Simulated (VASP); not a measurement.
**AlN: single point with PBE**

AlN:

```
Al N
1.0
     3.12989    0.00000    0.00000
    -1.56494    2.71056    0.00000
     0.00000    0.00000    4.91662
Al N
2 2
Direct
  0.33333 0.66667 0.99972
  0.66667 0.33333 0.49972
  0.33333 0.66667 0.38528
  0.66667 0.33333 0.88528
```

This cell differs from its parent crystal: engineering shear strain xz +0.0000, normal strain along z -0.0200.

```
Program                : VASP 6.6.1
Task                   : single point
Functional             : PBE
Potentials or basis    : VASP PAW PBE potentials, release 64 (Al, N)
Cutoff                 : 520 eV
k mesh                 : 9 × 9 × 6
Occupations            : gaussian, width 0.05 eV
Spin                   : no spin polarisation
Dipole correction      : no
Further INCAR settings : ALGO = Normal; EDIFF = 1e-07; NBANDS = 16
```

- Pressure: 3.6 GPa
- Largest force: 0.009 eV/Å
- Band gap on the k mesh: 4.11 eV, direct

Forces in eV/Å, atoms in the order of the input:
```
Al   0.000  0.000 -0.009
Al   0.000  0.000 -0.009
N    0.000  0.000  0.009
N    0.000  0.000  0.009
```

Stress tensor (GPa, compression positive):
```
1.92 0.00 0.00
0.00 1.92 0.00
0.00 0.00 7.01
```

Levels at points of the mesh, in eV from the valence-band top:
| k point | band 5 | band 6 | band 7 | band 8 | band 9 | band 10 | band 11 | band 12 |
| --- | --- | --- | --- | --- | --- | --- | --- | --- |
| (0.00, 0.00, 0.00) | -1.09 | -0.38 | -0.38 | 0.00 | 4.11 | 6.38 | 10.64 | 10.85 |
| (0.00, 0.00, 0.50) | -0.74 | -0.74 | -0.74 | -0.74 | 6.31 | 6.31 | 10.30 | 10.30 |

Run time: 12 s on 1 thread of Intel(R) Xeon(R) Platinum 8481C CPU @ 2.70GHz (Sapphire Rapids), on a shared host, peak memory 0.16 GiB.

Caveat: the cell differs from its parent crystal (engineering shear strain xz +0.0000, normal strain along z -0.0200). A k mesh can miss the band edges.
